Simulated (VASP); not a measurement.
Here is a VASP 6.6.1 calculation.

File POSCAR:

```
ZnS
1.0
    3.8815598738      0.0000000000      0.0000000000
   -1.9407799369      3.3615294570      0.0000000000
    0.0000000000      0.0000000000      6.1760189214
Zn S
2 2
Direct
    0.3333333333      0.6666666667     -0.0023183829
    0.6666666667      0.3333333333      0.4976816171
    0.3333333333      0.6666666667      0.3773183829
    0.6666666667      0.3333333333      0.8773183829
```

The input INCAR.step1:

```
PREC = Accurate
ENCUT = 520
ISMEAR = 0
SIGMA = 0.01
LREAL = False
LASPH = True
NELM = 100
NBANDS = 26
GGA = PE
ALGO = Normal
EDIFF = 1E-4
LWAVE = True
LCHARG = False
```

Contents of INCAR.step2:

```
PREC = Accurate
ENCUT = 520
EDIFF = 1E-7
ISMEAR = 0
SIGMA = 0.01
LREAL = False
LASPH = True
NELM = 100
ALGO = Normal
ISIF = 2
LWAVE = False
LCHARG = False
METAGGA = R2SCAN
LMIXTAU = True
NBANDS = 26
ISTART = 1
```

File KPOINTS:

```
regular mesh
0
Gamma
  12 12 4
```

Potentials or basis: VASP PAW PBE potentials, release 64 (Zn, S).

Run with:

```bash
$ cat potpaw_PBE.64/Zn/POTCAR potpaw_PBE.64/S/POTCAR > POTCAR
$ cp INCAR.step1 INCAR
$ mpirun -np 1 vasp_std > vasp.out
$ cp INCAR.step2 INCAR
$ mpirun -np 1 vasp_std > vasp.out
```

**Question.** Predict the pressure.

**Answer.** -2.0 GPa.

**Question.** Estimate the largest force.

**Answer.** 0.005 eV/Å.

**Question.** Predict the band gap on the k mesh.

**Answer.** 2.67 eV.

Stress tensor (GPa, compression positive):
```
-2.99  0.00  0.00
 0.00 -2.99  0.00
 0.00  0.00  0.06
```

Caveat: the cell differs from its parent crystal (epitaxial xy strain +2.0%); the PAW data sets were made with another functional, which shifts forces and pressure a little. A k mesh can miss the band edges.
